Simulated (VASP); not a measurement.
Wanted: the native input for a VASP 6.6.1 run.

```
Task                   : single point
Functional             : r2SCAN
Potentials or basis    : VASP PAW PBE potentials, release 64 (Sb)
Cutoff                 : 520 eV
k mesh                 : 4 × 4 × 4
Occupations            : fermi-dirac, width 0.1 eV
Spin                   : no spin polarisation
Dipole correction      : no
Further INCAR settings : ALGO = Normal; EDIFF = 1e-06; NBANDS = 12
```

Crystal: Sb.

```
Sb
1.0
     2.17060    1.25320    3.87109
    -2.17060    1.25320    3.87109
     0.00000   -2.50640    3.87109
Sb
2
Direct
  0.23130 0.23130 0.23130
  0.76870 0.76870 0.76870
```

These files were run (other wordings do the same):

POSCAR

```
Sb
1.0
    2.1706020527      1.2531976795      3.8710910875
   -2.1706020527      1.2531976795      3.8710910875
    0.0000000000     -2.5063953589      3.8710910875
Sb
2
Direct
    0.2313018333      0.2313018333      0.2313018333
    0.7686981667      0.7686981667      0.7686981667
```

INCAR.step1

```
SYSTEM = Sb
ALGO = Normal
EDIFF = 1E-4
ENCUT = 520
GGA = PE
ISMEAR = -1
LASPH = .TRUE.
LCHARG = .FALSE.
LREAL = .FALSE.
LWAVE = .TRUE.
NBANDS = 12
NELM = 100
PREC = Accurate
SIGMA = 0.1
```

INCAR.step2

```
SYSTEM = Sb
ALGO = Normal
EDIFF = 1E-6
ENCUT = 520
ISIF = 2
ISMEAR = -1
ISTART = 1
LASPH = .TRUE.
LCHARG = .FALSE.
LMIXTAU = .TRUE.
LREAL = .FALSE.
LWAVE = .FALSE.
METAGGA = R2SCAN
NBANDS = 12
NELM = 100
PREC = Accurate
SIGMA = 0.1
```

KPOINTS

```
k-points
0
G
  4 4 4
  0 0 0
```

Potentials or basis: VASP PAW PBE potentials, release 64 (Sb).

Launch:

```console
$ cat potpaw_PBE.64/Sb/POTCAR > POTCAR
$ cp INCAR.step1 INCAR
$ mpirun -np 1 vasp_std > vasp.out
$ cp INCAR.step2 INCAR
$ mpirun -np 1 vasp_std > vasp.out
```

Results of the run:

```
Pressure               : 0.1 GPa
Largest force          : 0.193 eV/Å
Band gap on the k mesh : 0.26 eV, direct
```

Caveat: the k points lie up to 0.44 Å⁻¹ apart; the PAW data sets were made with another functional, which shifts forces and pressure a little; spin-orbit coupling is left out, which moves the levels of the heavy elements.

It took 39 s on 1 thread of Intel(R) Xeon(R) Platinum 8259CL CPU @ 2.50GHz (Skylake/Cascade Lake) (shared host), peak memory 0.21 GiB.
